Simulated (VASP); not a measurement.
Write the native input for VASP 6.6.1 that does the following.

* Task: dielectric tensor
* Functional: LDA
* Potentials or basis: VASP PAW LDA potentials, release 64 (Si)
* Cutoff: 520 eV
* k mesh: 8 × 8 × 8
* Occupations: gaussian, width 0.01 eV
* Spin: no spin polarisation
* Dipole correction: no
* Further INCAR settings: ALGO = Normal; EDIFF = 1e-08

The structure of Si lies in POSCAR:

```
Si
1.0
    5.4019924197      0.0000000000      0.0000000000
    0.0000000000      5.4019924197      0.0000000000
    0.0000000000      0.0000000000      5.4019924197
Si
8
Direct
    0.0000000000      0.0000000000      0.0000000000
    0.0000000000      0.5000000000      0.5000000000
    0.5000000000      0.0000000000      0.5000000000
    0.5000000000      0.5000000000      0.0000000000
    0.2500000000      0.2500000000      0.2500000000
    0.2500000000      0.7500000000      0.7500000000
    0.7500000000      0.2500000000      0.7500000000
    0.7500000000      0.7500000000      0.2500000000
```

These files were run (other wordings do the same):

INCAR

```
SYSTEM = Si
  PREC = Accurate
  ENCUT = 520
  EDIFF = 1E-8
  ISMEAR = 0
  SIGMA = 0.01
  LREAL = .FALSE.
  LASPH = .TRUE.
  NELM = 100
  ALGO = Normal
  ISIF = 2
  LWAVE = .FALSE.
  LCHARG = .FALSE.
  GGA = CA
  LEPSILON = .TRUE.
```

KPOINTS

```
regular mesh
0
G
  8 8 8
  0 0 0
```

Potentials or basis: VASP PAW LDA potentials, release 64 (Si).

Run with:

```bash
$ cat potpaw_LDA.64/Si/POTCAR > POTCAR
$ mpirun -np 1 vasp_std > vasp.out
```

Results of the run:

```json
{
  "Band gap on the k mesh": "0.45 eV",
  "Electronic dielectric tensor (diagonal)": "13.30",
  "Born charges (mean of the diagonal)": "Si +0.00 e"
}
```

Caveat: the gap is small at this level, which inflates the dielectric constant.

Wall time 9.8 min on 1 thread of AMD EPYC 9R45 96-Core Processor (Zen 5), with other jobs on the host, peak memory 0.58 GiB.
